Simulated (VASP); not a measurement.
Wanted: the native input for a VASP 6.6.1 run.

```
Task                   : relaxation of cell and atoms
Functional             : PBEsol
Potentials or basis    : VASP PAW PBE potentials, release 64 (Ga_d)
Cutoff                 : 600 eV
k mesh                 : 7 × 7 × 6
Occupations            : fermi-dirac, width 0.05 eV
Spin                   : no spin polarisation
Target pressure        : 5 GPa
Dipole correction      : no
Further INCAR settings : ALGO = Normal; EDIFF = 1e-07; IBRION = 2; EDIFFG = -0.02; NSW = 80; ISIF = 3
```

The structure of Ga lies in POSCAR:

```
Ga
1.0
    2.2615000000     -3.8305000000      0.0000000000
    2.2615000000      3.8305000000      0.0000000000
    0.0000000000      0.0000000000      4.5240000000
Ga
4
Direct
    0.3451000000      0.6549000000      0.4190000000
    0.1549000000      0.8451000000      0.9190000000
    0.6549000000      0.3451000000      0.5810000000
    0.8451000000      0.1549000000      0.0810000000
```

These files were run (other wordings do the same):

INCAR

```
PREC     = Accurate       # precision mode
ENCUT    = 600            # plane-wave cutoff, eV
EDIFF    = 1E-7           # SCF threshold, eV
ISMEAR   = -1             # smearing method
SIGMA    = 0.05           # smearing width, eV
LREAL    = F              # projectors in reciprocal space
LASPH    = T              # aspherical terms in the spheres
NELM     = 80             # most SCF steps
ALGO     = Normal         # electronic algorithm
ISIF     = 3              # what is computed and relaxed
LWAVE    = F              # write WAVECAR
LCHARG   = F              # write CHGCAR
GGA      = PS             # functional
IBRION   = 2              # ionic algorithm
NSW      = 80             # ionic steps
EDIFFG   = -0.02          # ionic threshold
PSTRESS  = 50.0
```

KPOINTS

```
Automatic mesh
0
Gamma
  7 7 6
```

Potentials or basis: VASP PAW PBE potentials, release 64 (Ga_d).

Command:

```sh
$ cat potpaw_PBE.64/Ga_d/POTCAR > POTCAR
$ mpirun -np 1 vasp_std > vasp.out
```

Results of the run:

| Item | Value |
| --- | --- |
| Relaxed volume | 17.77 Å³/atom |
| Relaxed cell | a = 4.305 Å, b = 4.305 Å, c = 4.425 Å, α = 90.00°, β = 90.00°, γ = 119.92° |
| Space group after relaxing (to 0.1 Å) | Cmce (No. 64) |
| Energy change on relaxing (the run minimises the enthalpy) | +13.9 meV/atom |
| Ionic steps | 9 |
| Pressure after relaxing | 5.0 GPa |
| Largest force after relaxing | 0.013 eV/Å |
| Band gap on the k mesh | zero (bands 26 and 27 overlap by 1.18 eV) |

Caveat: the cell is relaxed towards a set pressure, so the run minimises the enthalpy, not the energy; the PAW data sets were made with another functional, which shifts forces and pressure a little.

It took 15 min on 1 thread of Intel(R) Xeon(R) Platinum 8259CL CPU @ 2.50GHz (Skylake/Cascade Lake), with other jobs on the host, peak memory 0.29 GiB.
